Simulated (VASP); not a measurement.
# Au (Cmcm) in VASP: notebook

Runs on Au. Level: PBEsol. Tasks: single point, relaxation of cell and atoms.

Program: VASP 6.6.1. These are calculated values, not measurements. Logs are shortened: lines on timing, memory, paths and dates and some standing lists are left out, and cuts for length are marked.

## Step 1: The cell of the first run

Symmetry: Cmcm, No. 63, orthorhombic system. The conventional cell has a = 2.735 Å, b = 4.883 Å, c = 4.657 Å, α = 90.00°, β = 90.00°, γ = 90.00°. Within 3.6 Å of Au (site symmetry m2m) lie 12 Au at 2.74 to 2.83 Å.

## Step 2: Single point, PBEsol (equal strain along all axes, cell held: -3.0 %, then relaxed in part)

Contents of INCAR:

```
SYSTEM = Au
ALGO = Fast
EDIFF = 1E-6
ENCUT = 520
GGA = PS
ISIF = 2
ISMEAR = 0
LASPH = .TRUE.
LCHARG = .TRUE.
LELF = .TRUE.
LREAL = .FALSE.
LVHAR = .TRUE.
LWAVE = .FALSE.
NBANDS = 30
NELM = 100
PREC = Accurate
SIGMA = 0.1
```

Contents of KPOINTS:

```
k-points
0
G
  18 10 12
  0 0 0
```

Contents of POSCAR:

```
Au
1.0
    2.7354291621      0.0000000000      0.0000000000
    0.0000000000      4.8829860120      0.0000000000
    0.0000000000      0.0000000000      4.6566572249
Au
4
Direct
    0.0000000000      0.3376043300      0.7500000000
    0.5000000000      0.1623956700      0.2500000000
    0.5000000000      0.8376043300      0.7500000000
    0.0000000000      0.6623956700      0.2500000000
```

Potentials or basis: VASP PAW PBE potentials, release 64 (Au).

Started as:

```
$ cat potpaw_PBE.64/Au/POTCAR > POTCAR
$ mpirun -np 1 vasp_std > vasp.out
```

OUTCAR:

```text
SYSTEM = Au
   EDIFF = 1E-6
   ENCUT = 520
   GGA = PS
   ISIF = 2
   ISMEAR = 0
   LASPH = .TRUE.
   LREAL = .FALSE.
   NELM = 100
   PREC = Accurate

 ion  position               nearest neighbor table
   1  0.000  0.338  0.750-   3 2.80   3 2.80   3 2.80   3 2.80   4 2.82   4 2.82   2 2.83   2 2.83
                             2 2.83   2 2.83
   2  0.500  0.162  0.250-   4 2.80   4 2.80   4 2.80   4 2.80   3 2.82   3 2.82   1 2.83   1 2.83
                             1 2.83   1 2.83
   3  0.500  0.838  0.750-   1 2.80   1 2.80   1 2.80   1 2.80   2 2.82   2 2.82   4 2.83   4 2.83
                             4 2.83   4 2.83
   4  0.000  0.662  0.250-   2 2.80   2 2.80   2 2.80   2 2.80   1 2.82   1 2.82   3 2.83   3 2.83
                             3 2.83   3 2.83

  LATTYP: Found a simple orthorhombic cell.
 ALAT       =     2.7354291621
 B/A-ratio  =     1.7023497773
 C/A-ratio  =     1.7850895500

  Lattice vectors:

 A1 = (  -2.7354291621,   0.0000000000,   0.0000000000)
 A2 = (   0.0000000000,   0.0000000000,   4.6566572249)
 A3 = (   0.0000000000,   4.8829860120,   0.0000000000)

Analysis of symmetry for initial positions (statically):
=====================================================================
 Subroutine PRICEL returns following result:

  LATTYP: Found a base centered orthorhombic cell.
 ALAT       =     2.7354291621
 B/A-ratio  =     1.7850895500
 C/A-ratio  =     1.7023497773

  Lattice vectors:

 A1 = (  -1.3677145810,   2.4414930060,   0.0000000000)
 A2 = (  -1.3677145810,  -2.4414930060,   0.0000000000)
 A3 = (   0.0000000000,   0.0000000000,   4.6566572249)

   2 primitive cells build up your supercell.

 Routine SETGRP: Setting up the symmetry group for a
 simple orthorhombic supercell.

 Subroutine GETGRP returns: Found  8 space group operations
 (whereof  4 operations were pure point group operations)
 out of a pool of  8 trial point group operations.

The static configuration has the point symmetry C_2h.
 The point group associated with its full space group is D_2h.

Analysis of symmetry for dynamics (positions and initial velocities):
=====================================================================
 Subroutine PRICEL returns following result:

  LATTYP: Found a base centered orthorhombic cell.
 ALAT       =     2.7354291621
 B/A-ratio  =     1.7850895500
 C/A-ratio  =     1.7023497773

  Lattice vectors:

 A1 = (  -1.3677145810,   2.4414930060,   0.0000000000)
 A2 = (  -1.3677145810,  -2.4414930060,   0.0000000000)
 A3 = (   0.0000000000,   0.0000000000,   4.6566572249)

   2 primitive cells build up your supercell.

 Routine SETGRP: Setting up the symmetry group for a
 simple orthorhombic supercell.

 Subroutine GETGRP returns: Found  8 space group operations
 (whereof  4 operations were pure point group operations)
 out of a pool of  8 trial point group operations.

The dynamic configuration has the point symmetry C_2h.
 The point group associated with its full space group is D_2h.

 Subroutine INISYM returns: Found  8 space group operations
 (whereof  4 operations are pure point group operations),
 and found     2 'primitive' translations

----------------------------------------------------------------------------------------

                                     Primitive cell

  volume of cell :      31.0996

  direct lattice vectors                    reciprocal lattice vectors
    -1.367714581  2.441493006  0.000000000    -0.365573349  0.204792723  0.000000000
    -1.367714581 -2.441493006  0.000000000    -0.365573349 -0.204792723  0.000000000
     0.000000000  0.000000000  4.656657225     0.000000000  0.000000000  0.214746319

  length of vectors
     2.798487319  2.798487319  4.656657225     0.419027365  0.419027365  0.214746319

  position of ions in fractional coordinates (direct lattice)
     0.337604330  0.662395670  0.750000000
     0.662395670  0.337604330  0.250000000

  ion indices of the primitive-cell ions
   primitive index   ion index
                 1           1
                 2           4

----------------------------------------------------------------------------------------

 KPOINTS: k-points

Automatic generation of k-mesh.
 Grid dimensions read from file:
 generate k-points for:   18   10   12

 Generating k-lattice:

  Cartesian coordinates                     Fractional coordinates (reciprocal lattice)
     0.020309631  0.000000000  0.000000000     0.055555556  0.000000000  0.000000000
     0.000000000  0.020479272  0.000000000     0.000000000  0.100000000  0.000000000
     0.000000000  0.000000000  0.017895527     0.000000000  0.000000000  0.083333333

  Length of vectors
     0.020309631  0.020479272  0.017895527

  Shift w.r.t. Gamma in fractional coordinates (k-lattice)
     0.000000000  0.000000000  0.000000000

 Subroutine IBZKPT returns following result:
 ===========================================

 Found    420 irreducible k-points:

 Following reciprocal coordinates:
            Coordinates               Weight
  0.000000  0.000000  0.000000      1.000000
  0.055556  0.000000  0.000000      2.000000
  0.111111  0.000000  0.000000      2.000000
  0.166667  0.000000  0.000000      2.000000
  0.222222  0.000000  0.000000      2.000000
  0.277778  0.000000  0.000000      2.000000
[... 16 lines left out ...]
  0.111111  0.200000  0.000000      4.000000
  0.166667  0.200000  0.000000      4.000000
 [... further k-points ...]
   k-points           NKPTS =    420   k-points in BZ     NKDIM =    420   number of bands    NBANDS=     30
   number of dos      NEDOS =    301   number of ions     NIONS =      4
   total plane-waves  NPLWV =  25920
   dimension x,y,z NGX =    20 NGY =   36 NGZ =   36
   dimension x,y,z NGXF=    40 NGYF=   72 NGZF=   72
   ions per type =               4
   NGX,Y,Z   is equivalent  to a cutoff of  12.16, 12.26, 12.85 a.u.
   NGXF,Y,Z  is equivalent  to a cutoff of  24.31, 24.51, 25.70 a.u.
 SYSTEM =  Au
   PREC   = accura    normal or accurate (medium, high low for compatibility)
   ISTART =      0    job   : 0-new  1-cont  2-samecut
   ICHARG =      2    charge: 1-file 2-atom 10-const
   ISPIN  =      1    spin polarized calculation?
   LNONCOLLINEAR =      F non collinear calculations
   LSORBIT =      F    spin-orbit coupling
   LASPH  =      T    aspherical Exc in radial PAW
   ENCUT  =  520.0 eV  38.22 Ry    6.18 a.u.   5.09  9.08  8.66*2*pi/ulx,y,z
   NELM   =    100;   NELMIN=  2; NELMDL= -5     # of ELM steps
   EDIFF  = 0.1E-05   stopping-criterion for ELM
   LREAL  =      F    real-space projection
   EDIFFG = 0.1E-04   stopping-criterion for IOM
   NSW    =      0    number of steps for IOM
   IBRION =     -1    ionic relax: 0-MD 1-quasi-New 2-CG
   NFREE  =      0    steps in history (QN), initial steepest desc. (CG)
   ISIF   =      2    stress and relaxation
   ISYM   =      2    0-nonsym 1-usesym 2-fastsym
   POTIM  = 0.5000    time-step for ionic-motion
   TEBEG  =    0.0;   TEEND  =   0.0 temperature during run
   PSTRESS=    0.0 pullay stress
   NELECT =      44.0000    total number of electrons
   NUPDOWN=      -1.0000    fix difference up-down
   EMIN   =  10.00;   EMAX   =-10.00  energy-range for DOS
   EFERMI =   0.00;   METHOD = LEGACY
   ISMEAR =     0;   SIGMA  =   0.10  broadening in eV -4-tet -1-fermi 0-gaus
   EFERMI_NEDOS =   21; number of points for ismear=-14 and -15
   IALGO  =     68    algorithm
   IMIX   =      4    mixing-type and parameters
     AMIX     =   0.40;   BMIX     =  1.00
     AMIX_MAG =   1.60;   BMIX_MAG =  1.00
  volume/ion in A,a.u.               =      15.55       104.94
  Fermi-wavevector in a.u.,A,eV,Ry     =   1.458693  2.756531 28.950287  2.127786
  Thomas-Fermi vector in A             =   2.575348
   LORBIT       =      0    0 simple, 1 ext, 2 COOP (PROOUT), +10 PAW based schemes
   GGA     = PS    functional components
   LHFCALC =     F    Hartree Fock is set to
   AEXX    =    0.0000 exact exchange contribution
   IVDW    =     0    specifies the selected vdW correction
   LEPSILON=     F    determine dielectric tensor
   LRPA    =     F    only Hartree local field effects (RPA)
 non-spin polarized calculation
 RMM-DIIS sequential band-by-band and
 Gauss-broadening in eV      SIGMA  =   0.10
  energy-cutoff  :      520.00
  volume of cell :       62.20
 maximum number of plane-waves:      1704
   NGX = 11   NGY = 19   NGZ = 17

 number of electron      43.9999989 magnetization

 Free energy of the ion-electron system (eV)
  ---------------------------------------------------
  ext. energy  EPLUGINS =         0.00000000
  ---------------------------------------------------
  free energy    TOTEN  =       -15.33111793 eV

  energy without entropy =      -15.32628818  energy(sigma->0) =      -15.32870305

 E-fermi :  10.9006     XC(G=0): -13.4331

 val. band max:       10.8971961789   @ k =   0.0556   0.0000   0.2500
 cond. band min:      10.9119972569   @ k =   0.2222   0.2000   0.0833
 fundamental gap:      0.0148010780
 Fermi energy:        10.9006049647

 k-point     1 :       0.0000    0.0000    0.0000
  band No.  band energies     occupation
      1      -0.0507      2.00000
      2       2.5663      2.00000
      3       3.0599      2.00000
      4       3.1943      2.00000
      5       3.7986      2.00000
      6       5.4455      2.00000
[... 22 lines left out ...]
     29      22.0099      0.00000
     30      22.7021      0.00000

 k-point     2 :       0.0556    0.0000    0.0000
  band No.  band energies     occupation
      1       0.0327      2.00000
      2       2.6388      2.00000
      3       3.1407      2.00000
      4       3.2747      2.00000
      5       3.8099      2.00000
      6       5.4498      2.00000
[... 22 lines left out ...]
     29      21.7648      0.00000
     30      22.7585      0.00000

 k-point     3 :       0.1111    0.0000    0.0000
  band No.  band energies     occupation
      1       0.2787      2.00000
      2       2.8461      2.00000
      3       3.3734      2.00000
      4       3.5023      2.00000
      5       3.8396      2.00000
      6       5.4139      2.00000
[... 682 lines left out ...]
     29      22.6007      0.00000
     30      23.8828      0.00000

 k-point    24 :       0.1667    0.2000    0.0000
  band No.  band energies     occupation
      1       0.9749      2.00000
      2       3.3515      2.00000
      3       3.6985      2.00000
      4       3.8494      2.00000
      5       4.0371      2.00000
      6       5.1311      2.00000
[... 22 lines left out ...]
     29      22.7461      0.00000
     30      24.1123      0.00000

 [... further k-points ...]

------------------------ aborting loop because EDIFF is reached ----------------------------------------

  FORCE on cell =-STRESS in cart. coord.  units (eV):
  Direction    XX          YY          ZZ          XY          YZ          ZX
  --------------------------------------------------------------------------------------
  -------------------------------------------------------------------------------------
  Total        8.3838297      7.4675674      7.5833967      0.0000000      0.0000000      0.0000000
  in kB      215.9572595    192.3554562    195.3390770      0.0000000      0.0000000      0.0000000
  external PRESSURE =     201.2172643 kB  Pullay stress =       0.0000000 kB

 VOLUME and BASIS-vectors are now :
 -----------------------------------------------------------------------------
  energy-cutoff  :      520.00
  volume of cell :       62.20
      direct lattice vectors                 reciprocal lattice vectors
     2.735429162  0.000000000  0.000000000     0.365573349  0.000000000  0.000000000
     0.000000000  4.882986012  0.000000000     0.000000000  0.204792723  0.000000000
     0.000000000  0.000000000  4.656657225     0.000000000  0.000000000  0.214746319

 POSITION                                       TOTAL-FORCE (eV/Angst)
 -----------------------------------------------------------------------------------
      0.00000      1.64852      3.49249        -0.000000      0.003204     -0.000000
      1.36771      0.79298      1.16416        -0.000000     -0.003204      0.000000
      1.36771      4.09001      3.49249         0.000000      0.003204     -0.000000
      0.00000      3.23447      1.16416        -0.000000     -0.003204      0.000000
 -----------------------------------------------------------------------------------
    total drift:                               -0.000000      0.000000     -0.000000

  FREE ENERGIE OF THE ION-ELECTRON SYSTEM (eV)
  ---------------------------------------------------
  free  energy   TOTEN  =       -15.3311179262 eV

  energy  without entropy=      -15.3262881755  energy(sigma->0) =      -15.32870305
```

Wall time 3.8 min (1 thread of Intel Xeon 6975P-C (Granite Rapids), shared host); peak memory 0.6 GiB.

Results:

- Free energy: -15.3311 eV
- Pressure: 20.1 GPa
- Largest force: 0.003 eV/Å
- Band gap on the k mesh: zero (bands 22 and 23 overlap by 4.55 eV)

Forces on the atoms (eV/Å):
```
Au   0.000  0.003  0.000
Au   0.000 -0.003  0.000
Au   0.000  0.003  0.000
Au   0.000 -0.003  0.000
```

Caveat: the cell differs from its parent crystal (equal strain along all axes, cell held: -3.0 %, then relaxed in part); the cell stands under pressure; the PAW data sets were made with another functional, which shifts forces and pressure a little; spin-orbit coupling is left out, which moves the levels of the heavy elements.

[end of part 1 of 2]
